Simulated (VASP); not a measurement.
A run of VASP 6.6.1 is set up as follows.

File INCAR:

```
ALGO = Fast
EDIFF = 1E-6
ENCUT = 520
GGA = PS
ISIF = 2
ISMEAR = 0
LASPH = True
LCHARG = True
LELF = True
LREAL = False
LVHAR = True
LWAVE = False
NBANDS = 12
NELM = 100
PREC = Accurate
SIGMA = 0.15
```

The input KPOINTS:

```
k-points
0
Gamma
  24 24 24
```

Contents of POSCAR:

```
Cu
1.0
   -1.4427933200      1.3345838210      1.3760814500
    1.4427933200     -1.3345838210      1.3760814500
    1.4427933200      1.3345838210     -1.3760814500
Cu
1
Direct
    0.0000000000      0.0000000000      0.0000000000
```

Potentials or basis: VASP PAW PBE potentials, release 64 (Cu).

Launch:

```bash
$ cat potpaw_PBE.64/Cu/POTCAR > POTCAR
$ mpirun -np 1 vasp_std > vasp.out
```

**Question.** What does it give for the band gap on the k mesh?

**Answer.** Zero (an odd number of electrons rules out a gap without spin polarisation).

**Question.** Predict the pressure.

**Answer.** 14.9 GPa.

Stress tensor (GPa, compression positive):
```
15.57  0.00  0.00
 0.00 14.90  0.00
 0.00  0.00 14.22
```

Caveat: the cell differs from its parent crystal (strain -0.0750 x Voigt [0, 1, 0, 0, 0, 0]); the cell stands under pressure; the PAW data sets were made with another functional, which shifts forces and pressure a little.
